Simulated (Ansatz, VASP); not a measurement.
**Pt: VASP beside Ansatz**

```
Pt
1.0
    -1.57098    1.57098    1.57098
     1.57098   -1.57098    1.57098
     1.57098    1.57098   -1.57098
Pt
1
Cartesian
  0.0000 0.0000 0.0000
```

Alike in both runs: task single point; functional BLYP; k mesh 15 × 15 × 15; occupations fermi-dirac, width 0.1 eV; no spin polarisation.

```csv
,VASP,Ansatz
version,VASP 6.6.1,Ansatz 0.2.0
potentials or method,"VASP PAW PBE potentials, release 64 (Pt_sv_GW), cutoff 500 eV","plane waves (420 eV) with PAW, scalar-relativistic"
valence electrons in the cell,18,18
```

VASP gave:

| Property | Result |
| --- | --- |
| pressure (GPa) | 18.0 |

What did Ansatz give for the same quantities?

Pressure (GPa): 19.7.

VASP's potentials were made for PBE, not for BLYP.

Spin-orbit coupling is off throughout.
